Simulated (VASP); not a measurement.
# Pt (Fm-3m) in VASP: a series of runs

Pt is run at these levels: RPBE; tasks: single point.

Program: VASP 6.6.1. These are calculated values, not measurements. Logs are shortened: lines on timing, memory, paths and dates and some standing lists are left out, and cuts for length are marked.

## 1. The cell of the first run

Symmetry: Fm-3m, No. 225, cubic system. The conventional cell has a = 4.098 Å, b = 4.098 Å, c = 4.098 Å, α = 90.00°, β = 90.00°, γ = 90.00°. Within 3.8 Å of Pt (site symmetry m-3m) lie 12 Pt at 2.90 Å.

## 2. Single point, RPBE (volume scaled by 1.08)

The input, INCAR:

```
PREC = Accurate
ENCUT = 520
EDIFF = 1E-6
ISMEAR = -1
SIGMA = 0.1
LREAL = F
LASPH = T
NELM = 100
ALGO = Normal
ISIF = 2
LWAVE = F
LCHARG = F
GGA = RP
NBANDS = 11
```

The input, KPOINTS:

```
Automatic mesh
0
Gamma
  22 22 22
```

The input, POSCAR:

```
Pt
1.0
    0.0000000000      2.0490274518      2.0490274518
    2.0490274518      0.0000000000      2.0490274518
    2.0490274518      2.0490274518      0.0000000000
Pt
1
Direct
    0.0000000000      0.0000000000      0.0000000000
```

Potentials or basis: VASP PAW PBE potentials, release 64 (Pt).

Launch:

```bash
$ cat potpaw_PBE.64/Pt/POTCAR > POTCAR
$ mpirun -np 1 vasp_std > vasp.out
```

OUTCAR:

```text
PREC = Accurate
   ENCUT = 520
   EDIFF = 1E-6
   ISMEAR = -1
   LREAL = F
   LASPH = T
   NELM = 100
   ISIF = 2
   GGA = RP

 ion  position               nearest neighbor table
   1  0.000  0.000  0.000-

  LATTYP: Found a face centered cubic cell.
 ALAT       =     4.0980549036

  Lattice vectors:

 A1 = (   0.0000000000,   2.0490274518,   2.0490274518)
 A2 = (   2.0490274518,   0.0000000000,   2.0490274518)
 A3 = (   2.0490274518,   2.0490274518,   0.0000000000)

Analysis of symmetry for initial positions (statically):
=====================================================================
 Subroutine PRICEL returns:
 Original cell was already a primitive cell.

 Routine SETGRP: Setting up the symmetry group for a
 face centered cubic supercell.

 Subroutine GETGRP returns: Found 48 space group operations
 (whereof 48 operations were pure point group operations)
 out of a pool of 48 trial point group operations.

The static configuration has the point symmetry O_h .

Analysis of symmetry for dynamics (positions and initial velocities):
=====================================================================
 Subroutine PRICEL returns:
 Original cell was already a primitive cell.

 Routine SETGRP: Setting up the symmetry group for a
 face centered cubic supercell.

 Subroutine GETGRP returns: Found 48 space group operations
 (whereof 48 operations were pure point group operations)
 out of a pool of 48 trial point group operations.

The dynamic configuration has the point symmetry O_h .

 Subroutine INISYM returns: Found 48 space group operations
 (whereof 48 operations are pure point group operations),
 and found     1 'primitive' translations

----------------------------------------------------------------------------------------

                                     Primitive cell

  volume of cell :      17.2057

  direct lattice vectors                    reciprocal lattice vectors
     0.000000000  2.049027452  2.049027452    -0.244018205  0.244018205  0.244018205
     2.049027452  0.000000000  2.049027452     0.244018205 -0.244018205  0.244018205
     2.049027452  2.049027452  0.000000000     0.244018205  0.244018205 -0.244018205

  length of vectors
     2.897762412  2.897762412  2.897762412     0.422651928  0.422651928  0.422651928

  position of ions in fractional coordinates (direct lattice)
     0.000000000  0.000000000  0.000000000

  ion indices of the primitive-cell ions
   primitive index   ion index
                 1           1

----------------------------------------------------------------------------------------

 KPOINTS: Automatic mesh

Automatic generation of k-mesh.
 Grid dimensions read from file:
 generate k-points for:   22   22   22

 Generating k-lattice:

  Cartesian coordinates                     Fractional coordinates (reciprocal lattice)
    -0.011091737  0.011091737  0.011091737     0.045454545  0.000000000  0.000000000
     0.011091737 -0.011091737  0.011091737     0.000000000  0.045454545  0.000000000
     0.011091737  0.011091737 -0.011091737     0.000000000  0.000000000  0.045454545

  Length of vectors
     0.019211451  0.019211451  0.019211451

  Shift w.r.t. Gamma in fractional coordinates (k-lattice)
     0.000000000  0.000000000  0.000000000

 Subroutine IBZKPT returns following result:
 ===========================================

 Found    328 irreducible k-points:

 Following reciprocal coordinates:
            Coordinates               Weight
  0.000000  0.000000  0.000000      1.000000
  0.045455  0.000000  0.000000      8.000000
  0.090909  0.000000  0.000000      8.000000
  0.136364  0.000000  0.000000      8.000000
  0.181818  0.000000  0.000000      8.000000
  0.227273  0.000000  0.000000      8.000000
[... 16 lines left out ...]
  0.500000  0.045455  0.000000     24.000000
 -0.454545  0.045455  0.000000     24.000000
 [... further k-points ...]
   k-points           NKPTS =    328   k-points in BZ     NKDIM =    328   number of bands    NBANDS=     11
   number of dos      NEDOS =    301   number of ions     NIONS =      1
   total plane-waves  NPLWV =  13824
   dimension x,y,z NGX =    24 NGY =   24 NGZ =   24
   dimension x,y,z NGXF=    48 NGYF=   48 NGZF=   48
   ions per type =               1
   NGX,Y,Z   is equivalent  to a cutoff of  13.77, 13.77, 13.77 a.u.
   NGXF,Y,Z  is equivalent  to a cutoff of  27.54, 27.54, 27.54 a.u.
 SYSTEM =  unknown system
   PREC   = accura    normal or accurate (medium, high low for compatibility)
   ISTART =      0    job   : 0-new  1-cont  2-samecut
   ICHARG =      2    charge: 1-file 2-atom 10-const
   ISPIN  =      1    spin polarized calculation?
   LNONCOLLINEAR =      F non collinear calculations
   LSORBIT =      F    spin-orbit coupling
   LASPH  =      T    aspherical Exc in radial PAW
   ENCUT  =  520.0 eV  38.22 Ry    6.18 a.u.   5.39  5.39  5.39*2*pi/ulx,y,z
   NELM   =    100;   NELMIN=  2; NELMDL= -5     # of ELM steps
   EDIFF  = 0.1E-05   stopping-criterion for ELM
   LREAL  =      F    real-space projection
   EDIFFG = 0.1E-04   stopping-criterion for IOM
   NSW    =      0    number of steps for IOM
   IBRION =     -1    ionic relax: 0-MD 1-quasi-New 2-CG
   NFREE  =      0    steps in history (QN), initial steepest desc. (CG)
   ISIF   =      2    stress and relaxation
   ISYM   =      2    0-nonsym 1-usesym 2-fastsym
   POTIM  = 0.5000    time-step for ionic-motion
   TEBEG  =    0.0;   TEEND  =   0.0 temperature during run
   PSTRESS=    0.0 pullay stress
   NELECT =      10.0000    total number of electrons
   NUPDOWN=      -1.0000    fix difference up-down
   EMIN   =  10.00;   EMAX   =-10.00  energy-range for DOS
   EFERMI =   0.00;   METHOD = LEGACY
   ISMEAR =    -1;   SIGMA  =   0.10  broadening in eV -4-tet -1-fermi 0-gaus
   EFERMI_NEDOS =   21; number of points for ismear=-14 and -15
   IALGO  =     38    algorithm
   IMIX   =      4    mixing-type and parameters
     AMIX     =   0.40;   BMIX     =  1.00
     AMIX_MAG =   1.60;   BMIX_MAG =  1.00
  volume/ion in A,a.u.               =      17.21       116.11
  Fermi-wavevector in a.u.,A,eV,Ry     =   1.366209  2.581760 25.395632  1.866526
  Thomas-Fermi vector in A             =   2.492369
   LORBIT       =      0    0 simple, 1 ext, 2 COOP (PROOUT), +10 PAW based schemes
   GGA     = RP    functional components
   LHFCALC =     F    Hartree Fock is set to
   AEXX    =    0.0000 exact exchange contribution
   IVDW    =     0    specifies the selected vdW correction
   LEPSILON=     F    determine dielectric tensor
   LRPA    =     F    only Hartree local field effects (RPA)
 non-spin polarized calculation
  energy-cutoff  :      520.00
  volume of cell :       17.21
 maximum number of plane-waves:       483
 NGX is ok and might be reduce to    24
   NGX = 11   NGY = 11   NGZ = 11

 number of electron      10.0000001 magnetization

 Free energy of the ion-electron system (eV)
  ---------------------------------------------------
  ext. energy  EPLUGINS =         0.00000000
  ---------------------------------------------------
  free energy    TOTEN  =        -5.42760068 eV

  energy without entropy =       -5.36425472  energy(sigma->0) =       -5.39592770

 E-fermi :   8.9981     XC(G=0): -12.6406

 val. band max:        8.9947503493   @ k =   0.4545   0.0909   0.0000
 cond. band min:       9.0043018402   @ k =   0.5000   0.0000   0.0000
 fundamental gap:      0.0095514909
 Fermi energy:         8.9981247810

 k-point     1 :       0.0000    0.0000    0.0000
  band No.  band energies     occupation
      1       0.2140      2.00000
      2       5.9493      2.00000
      3       5.9493      2.00000
      4       5.9493      2.00000
      5       7.6683      2.00000
      6       7.6683      2.00000
      7      23.8839      0.00000
      8      28.1411      0.00000
      9      28.1411      0.00000
     10      28.1411      0.00000
     11      33.0110      0.00000

 k-point     2 :       0.0455    0.0000    0.0000
  band No.  band energies     occupation
      1       0.2875      2.00000
      2       5.9199      2.00000
      3       5.9769      2.00000
      4       5.9769      2.00000
      5       7.6540      2.00000
      6       7.6540      2.00000
      7      23.9863      0.00000
      8      27.6773      0.00000
      9      28.2417      0.00000
     10      28.2417      0.00000
     11      33.4739      0.00000

 k-point     3 :       0.0909    0.0000    0.0000
  band No.  band energies     occupation
      1       0.5044      2.00000
      2       5.8402      2.00000
      3       6.0530      2.00000
      4       6.0530      2.00000
      5       7.6194      2.00000
      6       7.6194      2.00000
      7      24.2680      0.00000
      8      26.6242      0.00000
      9      28.5351      0.00000
     10      28.5351      0.00000
     11      34.0790      0.00000

 k-point     4 :       0.1364    0.0000    0.0000
  band No.  band energies     occupation
      1       0.8520      2.00000
      2       5.7345      2.00000
      3       6.1549      2.00000
      4       6.1549      2.00000
      5       7.5909      2.00000
      6       7.5909      2.00000
      7      24.5984      0.00000
      8      25.3996      0.00000
      9      28.9935      0.00000
     10      28.9935      0.00000
     11      33.1243      0.00000
[... 239 lines left out ...]
 k-point    22 :       0.4545    0.0455    0.0000
  band No.  band energies     occupation
      1       3.0138      2.00000
      2       5.8891      2.00000
      3       5.9892      2.00000
      4       7.9226      1.99996
      5       8.9667      1.15583
      6       9.3438      0.06112
      7      14.8250      0.00000
      8      23.6378      0.00000
      9      26.9808      0.00000
     10      27.2801      0.00000
     11      34.7435      0.00000

 k-point    23 :       0.5000    0.0455    0.0000
  band No.  band energies     occupation
      1       3.0217      2.00000
      2       5.8631      2.00000
      3       5.9537      2.00000
      4       8.2847      1.99841
      5       9.0081      0.95025
      6       9.7740      0.00085
      7      13.9770      0.00000
      8      23.5140      0.00000
      9      26.8488      0.00000
     10      26.9161      0.00000
     11      35.1122      0.00000

 k-point    24 :      -0.4545    0.0455    0.0000
  band No.  band energies     occupation
      1       3.0210      2.00000
      2       5.8754      2.00000
      3       5.9536      2.00000
      4       8.2462      1.99892
      5       8.9280      1.33686
      6       9.7032      0.00173
      7      14.1686      0.00000
      8      23.5377      0.00000
      9      26.7155      0.00000
     10      27.1605      0.00000
     11      35.0024      0.00000

 [... further k-points ...]

------------------------ aborting loop because EDIFF is reached ----------------------------------------

  FORCE on cell =-STRESS in cart. coord.  units (eV):
  Direction    XX          YY          ZZ          XY          YZ          ZX
  --------------------------------------------------------------------------------------
  -------------------------------------------------------------------------------------
  Total       -1.5478244     -1.5478244     -1.5478244      0.0000000     -0.0000000      0.0000000
  in kB     -144.1315130   -144.1315130   -144.1315130      0.0000000     -0.0000000      0.0000000
  external PRESSURE =    -144.1315130 kB  Pullay stress =       0.0000000 kB

 VOLUME and BASIS-vectors are now :
 -----------------------------------------------------------------------------
  energy-cutoff  :      520.00
  volume of cell :       17.21
      direct lattice vectors                 reciprocal lattice vectors
     0.000000000  2.049027452  2.049027452    -0.244018205  0.244018205  0.244018205
     2.049027452  0.000000000  2.049027452     0.244018205 -0.244018205  0.244018205
     2.049027452  2.049027452  0.000000000     0.244018205  0.244018205 -0.244018205

 POSITION                                       TOTAL-FORCE (eV/Angst)
 -----------------------------------------------------------------------------------
      0.00000      0.00000      0.00000         0.000000      0.000000      0.000000
 -----------------------------------------------------------------------------------
    total drift:                               -0.000000     -0.000000     -0.000000

  FREE ENERGIE OF THE ION-ELECTRON SYSTEM (eV)
  ---------------------------------------------------
  free  energy   TOTEN  =        -5.4276006771 eV

  energy  without entropy=       -5.3642547204  energy(sigma->0) =       -5.39592770
```

Wall time 81 s (1 thread of AMD EPYC 7R13, shared host); peak memory 0.16 GiB.

Results:

* Free energy: -5.4276 eV
* Pressure: -14.4 GPa
* Band gap on the k mesh: zero (band 5 reaches 9.36 eV, above the bottom of band 6 at 7.59 eV)

Caveat: the PAW data sets were made with another functional, which shifts forces and pressure a little; spin-orbit coupling is left out, which moves the levels of the heavy elements.

## 3. Single point, RPBE (volume scaled by 1.12)

Changes to INCAR since step 2:

```diff
@@ -7,3 +7,3 @@
 LASPH = T
-NELM = 100
+NELM = 60
 ALGO = Normal
```

KPOINTS is that of step 2.

The input, POSCAR:

```
Pt
1.0
    0.0000000000      2.0740180544      2.0740180544
    2.0740180544      0.0000000000      2.0740180544
    2.0740180544      2.0740180544      0.0000000000
Pt
1
Direct
    0.0000000000      0.0000000000      0.0000000000
```

Potentials or basis: VASP PAW PBE potentials, release 64 (Pt).

Launch:

```bash
$ cat potpaw_PBE.64/Pt/POTCAR > POTCAR
$ mpirun -np 1 vasp_std > vasp.out
```

Wall time 91 s (1 thread of AMD EPYC 7R13, shared host); peak memory 0.17 GiB.

The run converged. Its results:

* Free energy: -5.3612 eV
* Pressure: -19.0 GPa
* Band gap on the k mesh: zero (band 5 reaches 8.75 eV, above the bottom of band 6 at 7.08 eV)

Levels at points of the mesh, in eV from the Fermi level:
```tsv
k point	band 2	band 3	band 4	band 5	band 6	band 7	band 8	band 9
(0.00, 0.00, 0.00)	-2.87	-2.87	-2.87	-1.26	-1.26	14.93	18.99	18.99
(0.50, 0.00, 0.00)	-2.91	-2.91	0.00	0.00	0.22	4.70	14.45	17.77
(0.50, 0.50, 0.00)	-5.04	-0.03	0.33	0.33	2.14	7.25	10.87	10.87
```

Caveat: the PAW data sets were made with another functional, which shifts forces and pressure a little; spin-orbit coupling is left out, which moves the levels of the heavy elements.
